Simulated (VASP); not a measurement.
# AgB2 (P6/mmm) in VASP: a series of runs, part 2 of 2

VASP 6.6.1.

**4. Single point, PBEsol**

INCAR

```
SYSTEM = AgB2
ALGO = Normal
EDIFF = 1E-6
ENCUT = 520
GGA = PS
ISIF = 2
ISMEAR = -1
LASPH = .True.
LCHARG = .False.
LREAL = .False.
LWAVE = .False.
NBANDS = 16
NELM = 100
PREC = Accurate
SIGMA = 0.05
```

KPOINTS

```
k-points
0
Gamma
  10 10 8
  0 0 0
```

POSCAR

```
AgB2
1.0
    3.0000000000      0.0000000000      0.0000000000
   -1.5000000000      2.5980762114      0.0000000000
    0.0000000000      0.0000000000      3.2400000000
Ag B
1 2
Direct
    0.0000000000      0.0000000000      0.0000000000
    0.6666666667      0.3333333333      0.5000000000
    0.3333333333      0.6666666667      0.5000000000
```

Potentials or basis: VASP PAW PBE potentials, release 64 (Ag, B).

On the command line:

```
cat potpaw_PBE.64/Ag/POTCAR potpaw_PBE.64/B/POTCAR > POTCAR
mpirun -np 1 vasp_std > vasp.out
```

OUTCAR:

```text
SYSTEM = AgB2
   EDIFF = 1E-6
   ENCUT = 520
   GGA = PS
   ISIF = 2
   ISMEAR = -1
   LASPH = .True.
   LREAL = .False.
   NELM = 100
   PREC = Accurate

 ion  position               nearest neighbor table
   1  0.000  0.000  0.000-   2 2.37   3 2.37   2 2.37   3 2.37   2 2.37   2 2.37   3 2.37   3 2.37
                             2 2.37   2 2.37   3 2.37   3 2.37
   2  0.667  0.333  0.500-   3 1.73   3 1.73   3 1.73   1 2.37   1 2.37   1 2.37   1 2.37   1 2.37
                             1 2.37
   3  0.333  0.667  0.500-   2 1.73   2 1.73   2 1.73   1 2.37   1 2.37   1 2.37   1 2.37   1 2.37
                             1 2.37

  LATTYP: Found a hexagonal cell.
 ALAT       =     3.0000000000
 C/A-ratio  =     1.0800000000

  Lattice vectors:

 A1 = (   3.0000000000,   0.0000000000,   0.0000000000)
 A2 = (  -1.5000000000,   2.5980762114,   0.0000000000)
 A3 = (   0.0000000000,   0.0000000000,   3.2400000000)

Analysis of symmetry for initial positions (statically):
=====================================================================
 Subroutine PRICEL returns:
 Original cell was already a primitive cell.

 Routine SETGRP: Setting up the symmetry group for a
 hexagonal supercell.

 Subroutine GETGRP returns: Found 24 space group operations
 (whereof 24 operations were pure point group operations)
 out of a pool of 24 trial point group operations.

The static configuration has the point symmetry D_6h.

Analysis of symmetry for dynamics (positions and initial velocities):
=====================================================================
 Subroutine PRICEL returns:
 Original cell was already a primitive cell.

 Routine SETGRP: Setting up the symmetry group for a
 hexagonal supercell.

 Subroutine GETGRP returns: Found 24 space group operations
 (whereof 24 operations were pure point group operations)
 out of a pool of 24 trial point group operations.

The dynamic configuration has the point symmetry D_6h.

 Subroutine INISYM returns: Found 24 space group operations
 (whereof 24 operations are pure point group operations),
 and found     1 'primitive' translations
[... 119 lines left out ...]
  Fermi-wavevector in a.u.,A,eV,Ry     =   1.434779  2.711340 28.008838  2.058591
  Thomas-Fermi vector in A             =   2.554150
   LORBIT       =      0    0 simple, 1 ext, 2 COOP (PROOUT), +10 PAW based schemes
   GGA     = PS    functional components
   LHFCALC =     F    Hartree Fock is set to
   AEXX    =    0.0000 exact exchange contribution
   IVDW    =     0    specifies the selected vdW correction
   LEPSILON=     F    determine dielectric tensor
   LRPA    =     F    only Hartree local field effects (RPA)
 non-spin polarized calculation
  energy-cutoff  :      520.00
  volume of cell :       25.25
 maximum number of plane-waves:       698
 NGX is ok and might be reduce to    24
   NGX = 11   NGY = 11   NGZ = 13

 number of electron      16.9999993 magnetization

 Free energy of the ion-electron system (eV)
  ---------------------------------------------------
  ext. energy  EPLUGINS =         0.00000000
  ---------------------------------------------------
  free energy    TOTEN  =       -14.81623036 eV

  energy without entropy =      -14.80366846  energy(sigma->0) =      -14.80994941

 E-fermi :  10.6532     XC(G=0): -13.4256

 val. band max:       10.6394348703   @ k =   0.3000   0.1000   0.5000
 cond. band min:      10.6595956422   @ k =   0.2000  -0.0000   0.3750
 fundamental gap:      0.0201607719
 Fermi energy:        10.6532337314

 k-point     1 :       0.0000    0.0000    0.0000
  band No.  band energies     occupation
      1      -3.7789      2.00000
      2       3.4522      2.00000
      3       3.9919      2.00000
      4       3.9919      2.00000
      5       5.5606      2.00000
      6       5.5606      2.00000
[... 433 lines left out ...]
      3       3.4161      2.00000
      4       3.7407      2.00000
      5       4.5860      2.00000
      6       6.0515      2.00000
[... 8 lines left out ...]
     15      25.5450      0.00000
     16      27.1274      0.00000

 [... further k-points ...]

------------------------ aborting loop because EDIFF is reached ----------------------------------------

  FORCE on cell =-STRESS in cart. coord.  units (eV):
  Direction    XX          YY          ZZ          XY          YZ          ZX
  --------------------------------------------------------------------------------------
  -------------------------------------------------------------------------------------
  Total        5.7385222      5.7385222     10.6757373      0.0000000      0.0000000      0.0000000
  in kB      364.0763751    364.0763751    677.3143999      0.0000000      0.0000000      0.0000000
  external PRESSURE =     468.4890500 kB  Pullay stress =       0.0000000 kB

 VOLUME and BASIS-vectors are now :
 -----------------------------------------------------------------------------
  energy-cutoff  :      520.00
  volume of cell :       25.25
      direct lattice vectors                 reciprocal lattice vectors
     3.000000000  0.000000000  0.000000000     0.333333333  0.192450090  0.000000000
    -1.500000000  2.598076211  0.000000000     0.000000000  0.384900179  0.000000000
     0.000000000  0.000000000  3.240000000     0.000000000  0.000000000  0.308641975

 POSITION                                       TOTAL-FORCE (eV/Angst)
 -----------------------------------------------------------------------------------
      0.00000      0.00000      0.00000        -0.000000      0.000000      0.000000
      1.50000      0.86603      1.62000         0.000000      0.000000      0.000000
     -0.00000      1.73205      1.62000         0.000000     -0.000000      0.000000
 -----------------------------------------------------------------------------------
    total drift:                               -0.000000      0.000000      0.000000

  FREE ENERGIE OF THE ION-ELECTRON SYSTEM (eV)
  ---------------------------------------------------
  free  energy   TOTEN  =       -14.8162303565 eV

  energy  without entropy=      -14.8036684604  energy(sigma->0) =      -14.80994941
```

OSZICAR:

```text
N       E                     dE             d eps       ncg     rms          rms(c)
DAV:   1     0.694117776419E+02    0.69412E+02   -0.79085E+03  2288   0.986E+02
DAV:   2    -0.174570027613E+02   -0.86869E+02   -0.79442E+02  2920   0.231E+02
DAV:   3    -0.191912594666E+02   -0.17343E+01   -0.17284E+01  2528   0.328E+01
DAV:   4    -0.191955926694E+02   -0.43332E-02   -0.43329E-02  2944   0.176E+00
DAV:   5    -0.191956171089E+02   -0.24440E-04   -0.24439E-04  2584   0.128E-01    0.189E+01
DAV:   6    -0.151539509889E+02    0.40417E+01   -0.84612E+00  2536   0.462E+01    0.166E+01
DAV:   7    -0.148814826236E+02    0.27247E+00   -0.15398E+00  2400   0.138E+01    0.810E+00
DAV:   8    -0.148192884117E+02    0.62194E-01   -0.10809E-01  2752   0.279E+00    0.164E+00
DAV:   9    -0.148172629124E+02    0.20255E-02   -0.54066E-03  2592   0.103E+00    0.171E-01
DAV:  10    -0.148162240553E+02    0.10389E-02   -0.15722E-03  2480   0.393E-01    0.765E-02
DAV:  11    -0.148162302000E+02   -0.61447E-05   -0.97952E-05  2552   0.780E-02    0.131E-02
DAV:  12    -0.148162303565E+02   -0.15652E-06   -0.16390E-06  2560   0.166E-02
   1 F= -.14816230E+02 E0= -.14809949E+02  d E =-.125619E-01
```

stdout:

```text
POSCAR found type information on POSCAR AgB
 POSCAR found :  2 types and       3 ions
 scaLAPACK will be used
 -----------------------------------------------------------------------------
|                                                                             |
|                                                                             |
|     You enforced a specific xc type in the INCAR file but a different       |
|     I HOPE YOU KNOW WHAT YOU ARE DOING!                                     |
|                                                                             |
 -----------------------------------------------------------------------------

 LDA part: xc-table for (Slater+PW92), standard interpolation
 POSCAR, INCAR and KPOINTS ok, starting setup
 FFT: planning ... GRIDC
 FFT: planning ... GRID_SOFT
 FFT: planning ... GRID
 WAVECAR not read
 entering main loop
```

It took 32 s on 1 thread of Intel Xeon 8259CL, shared host; peak memory 0.16 GiB.

Results:

```yaml
Free_energy: -14.8162 eV
Pressure: 46.8 GPa
Band_gap_on_the_k_mesh: zero (an odd number of electrons rules out a gap without spin polarisation)
```

Levels at points of the mesh, in eV from the Fermi level:
| k point | band 7 | band 8 | band 9 | band 10 | band 11 | band 12 |
| --- | --- | --- | --- | --- | --- | --- |
| (0.00, 0.00, 0.00) | -3.29 | 1.09 | 1.09 | 5.55 | 5.55 | 5.66 |
| (0.50, 0.00, 0.00) | -3.37 | -3.29 | 2.87 | 4.31 | 6.04 | 6.37 |
| (0.00, 0.00, 0.50) | -4.82 | -0.24 | -0.24 | 6.62 | 9.10 | 9.10 |
| (0.50, 0.00, 0.50) | -4.49 | -1.30 | 0.42 | 0.84 | 5.26 | 9.38 |

Caveat: the cell stands under pressure; the PAW data sets were made with another functional, which shifts forces and pressure a little.

**5. The runs side by side**

| level | k mesh | grid for exact exchange (PRECFOCK) | share of exact exchange | screening parameter | gap on the mesh (eV) | pressure (GPa) |
| --- | --- | --- | --- | --- | --- | --- |
| PBE-based screened hybrid with 25 % exact exchange | 5 × 5 × 4 | Normal | 0.25 | 0.1 1/Å | none | 51.6 |
| PBE-based screened hybrid with 25 % exact exchange | 5 × 5 × 4 | Normal | 0.25 | 0.15 1/Å | none | 51.7 |
| PBEsol | 10 × 10 × 8 | - | - | - | none | 46.8 |

Alike in all rows: task single point; potentials or basis VASP PAW PBE potentials, release 64 (Ag, B); no spin polarisation; cell as given; cutoff (eV) 520; smearing fermi-dirac 0.05 eV.

Caveats: some runs use coarse meshes; the PAW data sets were made with another functional, which shifts forces and pressure a little; the cell stands under pressure (at least some runs).

Absolute energies hang on the potentials; compare differences alone.
